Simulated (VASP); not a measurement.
# Y (Fm-3m) in VASP: a series of runs

Runs on Y. Level: PBEsol. Tasks: single point.

Program: VASP 6.6.1. These are calculated values, not measurements. Logs are shortened: lines on timing, memory, paths and dates and some standing lists are left out, and cuts for length are marked.

### Step 1. The cell of the first run

Symmetry: Fm-3m, No. 225, cubic system. Conventional cell: a = 4.733 Å, b = 4.733 Å, c = 4.733 Å, α = 90.00°, β = 90.00°, γ = 90.00°. Y (site symmetry m-3m) has 12 Y at 3.35 Å within 4.4 Å.

This isn't the form of Y at room conditions, which is hcp.

### Step 2. Single point, PBEsol

The input, INCAR:

```
SYSTEM = Y
PREC = Accurate
ENCUT = 520
EDIFF = 1E-6
ISMEAR = 0
SIGMA = 0.1
LREAL = .False.
LASPH = .True.
NELM = 60
ALGO = Fast
ISIF = 2
LWAVE = .False.
LCHARG = .True.
GGA = PS
LELF = .True.
LVHAR = .True.
NBANDS = 12
```

The input, KPOINTS:

```
Automatic mesh
0
Gamma
  14 14 14
  0 0 0
```

The input, POSCAR:

```
Y
1.0
    0.0000000000      2.3665470163      2.3665470163
    2.3665470163      0.0000000000      2.3665470163
    2.3665470163      2.3665470163      0.0000000000
Y
1
Direct
    0.0000000000      0.0000000000      0.0000000000
```

Potentials or basis: VASP PAW PBE potentials, release 64 (Y_sv).

The run is started by

```console
cat potpaw_PBE.64/Y_sv/POTCAR > POTCAR
mpirun -np 1 vasp_std > vasp.out
```

OUTCAR:

```text
SYSTEM = Y
   PREC = Accurate
   ENCUT = 520
   EDIFF = 1E-6
   ISMEAR = 0
   LREAL = .False.
   LASPH = .True.
   NELM = 60
   ISIF = 2
   GGA = PS

 ion  position               nearest neighbor table
   1  0.000  0.000  0.000-

  LATTYP: Found a face centered cubic cell.
 ALAT       =     4.7330940326

  Lattice vectors:

 A1 = (   0.0000000000,   2.3665470163,   2.3665470163)
 A2 = (   2.3665470163,   0.0000000000,   2.3665470163)
 A3 = (   2.3665470163,   2.3665470163,   0.0000000000)

Analysis of symmetry for initial positions (statically):
=====================================================================
 Subroutine PRICEL returns:
 Original cell was already a primitive cell.

 Routine SETGRP: Setting up the symmetry group for a
 face centered cubic supercell.

 Subroutine GETGRP returns: Found 48 space group operations
 (whereof 48 operations were pure point group operations)
 out of a pool of 48 trial point group operations.

The static configuration has the point symmetry O_h .

Analysis of symmetry for dynamics (positions and initial velocities):
=====================================================================
 Subroutine PRICEL returns:
 Original cell was already a primitive cell.

 Routine SETGRP: Setting up the symmetry group for a
 face centered cubic supercell.

 Subroutine GETGRP returns: Found 48 space group operations
 (whereof 48 operations were pure point group operations)
 out of a pool of 48 trial point group operations.

The dynamic configuration has the point symmetry O_h .

 Subroutine INISYM returns: Found 48 space group operations
 (whereof 48 operations are pure point group operations),
 and found     1 'primitive' translations

----------------------------------------------------------------------------------------

                                     Primitive cell

  volume of cell :      26.5079

  direct lattice vectors                    reciprocal lattice vectors
     0.000000000  2.366547016  2.366547016    -0.211278287  0.211278287  0.211278287
     2.366547016  0.000000000  2.366547016     0.211278287 -0.211278287  0.211278287
     2.366547016  2.366547016  0.000000000     0.211278287  0.211278287 -0.211278287

  length of vectors
     3.346802886  3.346802886  3.346802886     0.365944728  0.365944728  0.365944728

  position of ions in fractional coordinates (direct lattice)
     0.000000000  0.000000000  0.000000000

  ion indices of the primitive-cell ions
   primitive index   ion index
                 1           1

----------------------------------------------------------------------------------------

 KPOINTS: Automatic mesh

Automatic generation of k-mesh.
 Grid dimensions read from file:
 generate k-points for:   14   14   14

 Generating k-lattice:

  Cartesian coordinates                     Fractional coordinates (reciprocal lattice)
    -0.015091306  0.015091306  0.015091306     0.071428571  0.000000000  0.000000000
     0.015091306 -0.015091306  0.015091306     0.000000000  0.071428571  0.000000000
     0.015091306  0.015091306 -0.015091306     0.000000000  0.000000000  0.071428571

  Length of vectors
     0.026138909  0.026138909  0.026138909

  Shift w.r.t. Gamma in fractional coordinates (k-lattice)
     0.000000000  0.000000000  0.000000000

 Subroutine IBZKPT returns following result:
 ===========================================

 Found    104 irreducible k-points:

 Following reciprocal coordinates:
            Coordinates               Weight
  0.000000  0.000000  0.000000      1.000000
  0.071429  0.000000  0.000000      8.000000
  0.142857  0.000000  0.000000      8.000000
  0.214286  0.000000  0.000000      8.000000
  0.285714  0.000000  0.000000      8.000000
  0.357143  0.000000  0.000000      8.000000
[... 16 lines left out ...]
  0.214286  0.142857  0.000000     24.000000
  0.285714  0.142857  0.000000     24.000000
 [... further k-points ...]
   k-points           NKPTS =    104   k-points in BZ     NKDIM =    104   number of bands    NBANDS=     12
   number of dos      NEDOS =    301   number of ions     NIONS =      1
   total plane-waves  NPLWV =  21952
   dimension x,y,z NGX =    28 NGY =   28 NGZ =   28
   dimension x,y,z NGXF=    56 NGYF=   56 NGZF=   56
   ions per type =               1
   NGX,Y,Z   is equivalent  to a cutoff of  13.91, 13.91, 13.91 a.u.
   NGXF,Y,Z  is equivalent  to a cutoff of  27.82, 27.82, 27.82 a.u.
 SYSTEM =  Y
   PREC   = accura    normal or accurate (medium, high low for compatibility)
   ISTART =      0    job   : 0-new  1-cont  2-samecut
   ICHARG =      2    charge: 1-file 2-atom 10-const
   ISPIN  =      1    spin polarized calculation?
   LNONCOLLINEAR =      F non collinear calculations
   LSORBIT =      F    spin-orbit coupling
   LASPH  =      T    aspherical Exc in radial PAW
   ENCUT  =  520.0 eV  38.22 Ry    6.18 a.u.   6.22  6.22  6.22*2*pi/ulx,y,z
   NELM   =     60;   NELMIN=  2; NELMDL= -5     # of ELM steps
   EDIFF  = 0.1E-05   stopping-criterion for ELM
   LREAL  =      F    real-space projection
   EDIFFG = 0.1E-04   stopping-criterion for IOM
   NSW    =      0    number of steps for IOM
   IBRION =     -1    ionic relax: 0-MD 1-quasi-New 2-CG
   NFREE  =      0    steps in history (QN), initial steepest desc. (CG)
   ISIF   =      2    stress and relaxation
   ISYM   =      2    0-nonsym 1-usesym 2-fastsym
   POTIM  = 0.5000    time-step for ionic-motion
   TEBEG  =    0.0;   TEEND  =   0.0 temperature during run
   PSTRESS=    0.0 pullay stress
   NELECT =      11.0000    total number of electrons
   NUPDOWN=      -1.0000    fix difference up-down
   EMIN   =  10.00;   EMAX   =-10.00  energy-range for DOS
   EFERMI =   0.00;   METHOD = LEGACY
   ISMEAR =     0;   SIGMA  =   0.10  broadening in eV -4-tet -1-fermi 0-gaus
   EFERMI_NEDOS =   21; number of points for ismear=-14 and -15
   IALGO  =     68    algorithm
   IMIX   =      4    mixing-type and parameters
     AMIX     =   0.40;   BMIX     =  1.00
     AMIX_MAG =   1.60;   BMIX_MAG =  1.00
  volume/ion in A,a.u.               =      26.51       178.88
  Fermi-wavevector in a.u.,A,eV,Ry     =   1.221089  2.307523 20.287075  1.491058
  Thomas-Fermi vector in A             =   2.356283
   LORBIT       =      0    0 simple, 1 ext, 2 COOP (PROOUT), +10 PAW based schemes
   GGA     = PS    functional components
   LHFCALC =     F    Hartree Fock is set to
   AEXX    =    0.0000 exact exchange contribution
   IVDW    =     0    specifies the selected vdW correction
   LEPSILON=     F    determine dielectric tensor
   LRPA    =     F    only Hartree local field effects (RPA)
 non-spin polarized calculation
 RMM-DIIS sequential band-by-band and
 Gauss-broadening in eV      SIGMA  =   0.10
  energy-cutoff  :      520.00
  volume of cell :       26.51
 maximum number of plane-waves:       725
 NGX is ok and might be reduce to    28
   NGX = 13   NGY = 13   NGZ = 13

 number of electron      11.0000001 magnetization

 Free energy of the ion-electron system (eV)
  ---------------------------------------------------
  ext. energy  EPLUGINS =         0.00000000
  ---------------------------------------------------
  free energy    TOTEN  =        -6.71270830 eV

  energy without entropy =       -6.70652668  energy(sigma->0) =       -6.70961749

 E-fermi :   4.0255     XC(G=0): -10.4069

 val. band max:        4.0079455812   @ k =   0.2857   0.2143   0.0000
 cond. band min:       4.0449545563   @ k =  -0.3571   0.4286   0.2143
 fundamental gap:      0.0370089752
 Fermi energy:         4.0255410613

 k-point     1 :       0.0000    0.0000    0.0000
  band No.  band energies     occupation
      1     -38.1154      2.00000
      2     -17.6053      2.00000
      3     -17.6053      2.00000
      4     -17.6053      2.00000
      5      -0.9875      2.00000
      6       6.0117      0.00000
      7       6.0117      0.00000
      8       6.0117      0.00000
      9       8.5851      0.00000
     10       8.5851      0.00000
     11      13.5975      0.00000
     12      17.5078      0.00000

 k-point     2 :       0.0714    0.0000    0.0000
  band No.  band energies     occupation
      1     -38.1077      2.00000
      2     -17.6652      2.00000
      3     -17.6123      2.00000
      4     -17.6123      2.00000
      5      -0.8247      2.00000
      6       5.8293      0.00000
      7       6.0879      0.00000
      8       6.0879      0.00000
      9       8.4879      0.00000
     10       8.4879      0.00000
     11      13.9728      0.00000
     12      16.8586      0.00000

 k-point     3 :       0.1429    0.0000    0.0000
  band No.  band energies     occupation
      1     -38.0862      2.00000
      2     -17.8295      2.00000
      3     -17.6319      2.00000
      4     -17.6319      2.00000
      5      -0.3664      2.00000
      6       5.4063      0.00000
      7       6.2623      0.00000
      8       6.2623      0.00000
      9       8.3102      0.00000
     10       8.3102      0.00000
     11      14.7708      0.00000
     12      15.9781      0.00000
[... 286 lines left out ...]
 k-point    23 :       0.2143    0.1429    0.0000
  band No.  band energies     occupation
      1     -38.0532      2.00000
      2     -17.9725      2.00000
      3     -17.7165      2.00000
      4     -17.7079      2.00000
      5       0.3369      2.00000
      6       4.6979      0.00000
      7       6.4955      0.00000
      8       6.7535      0.00000
      9       7.2369      0.00000
     10       9.0294      0.00000
     11      16.1290      0.00000
     12      16.6355      0.00000

 k-point    24 :       0.2857    0.1429    0.0000
  band No.  band energies     occupation
      1     -38.0228      2.00000
      2     -18.1733      2.00000
      3     -17.7519      2.00000
      4     -17.7417      2.00000
      5       0.9923      2.00000
      6       4.3926      0.00000
      7       5.9896      0.00000
      8       6.8350      0.00000
      9       7.8384      0.00000
     10       9.3470      0.00000
     11      15.3857      0.00000
     12      17.6963      0.00000

 [... further k-points ...]

------------------------ aborting loop because EDIFF is reached ----------------------------------------

  FORCE on cell =-STRESS in cart. coord.  units (eV):
  Direction    XX          YY          ZZ          XY          YZ          ZX
  --------------------------------------------------------------------------------------
  -------------------------------------------------------------------------------------
  Total        1.2848960      1.2848960      1.2848960      0.0000000     -0.0000000      0.0000000
  in kB       77.6610332     77.6610332     77.6610332      0.0000000     -0.0000000      0.0000000
  external PRESSURE =      77.6610332 kB  Pullay stress =       0.0000000 kB

 VOLUME and BASIS-vectors are now :
 -----------------------------------------------------------------------------
  energy-cutoff  :      520.00
  volume of cell :       26.51
      direct lattice vectors                 reciprocal lattice vectors
     0.000000000  2.366547016  2.366547016    -0.211278287  0.211278287  0.211278287
     2.366547016  0.000000000  2.366547016     0.211278287 -0.211278287  0.211278287
     2.366547016  2.366547016  0.000000000     0.211278287  0.211278287 -0.211278287

 POSITION                                       TOTAL-FORCE (eV/Angst)
 -----------------------------------------------------------------------------------
      0.00000      0.00000      0.00000         0.000000      0.000000      0.000000
 -----------------------------------------------------------------------------------
    total drift:                               -0.000000     -0.000000     -0.000000

  FREE ENERGIE OF THE ION-ELECTRON SYSTEM (eV)
  ---------------------------------------------------
  free  energy   TOTEN  =        -6.7127083030 eV

  energy  without entropy=       -6.7065266768  energy(sigma->0) =       -6.70961749
```

Wall time 24 s (1 thread of Intel Xeon 6975P-C (Granite Rapids), shared host); peak memory 0.19 GiB.

What came out:

```
Free energy            : -6.7127 eV
Pressure               : 7.8 GPa
Band gap on the k mesh : zero (an odd number of electrons rules out a gap without spin polarisation)
```

Levels at points of the mesh, in eV from the Fermi level:
| k point | band 1 | band 2 | band 3 | band 4 | band 5 | band 6 | band 7 | band 8 | band 9 | band 10 |
| --- | --- | --- | --- | --- | --- | --- | --- | --- | --- | --- |
| (0.00, 0.00, 0.00) | -42.14 | -21.63 | -21.63 | -21.63 | -5.01 | 1.99 | 1.99 | 1.99 | 4.56 | 4.56 |
| (0.50, 0.00, 0.00) | -41.98 | -22.74 | -21.77 | -21.77 | -2.26 | 1.40 | 1.75 | 1.75 | 6.47 | 6.47 |
| (0.50, 0.50, 0.00) | -41.93 | -22.66 | -22.02 | -22.02 | -2.28 | -1.31 | 3.19 | 6.49 | 7.03 | 7.03 |

Caveat: the cell stands under pressure; the PAW data sets were made with another functional, which shifts forces and pressure a little.

(Part 1 of 2 ends here.)
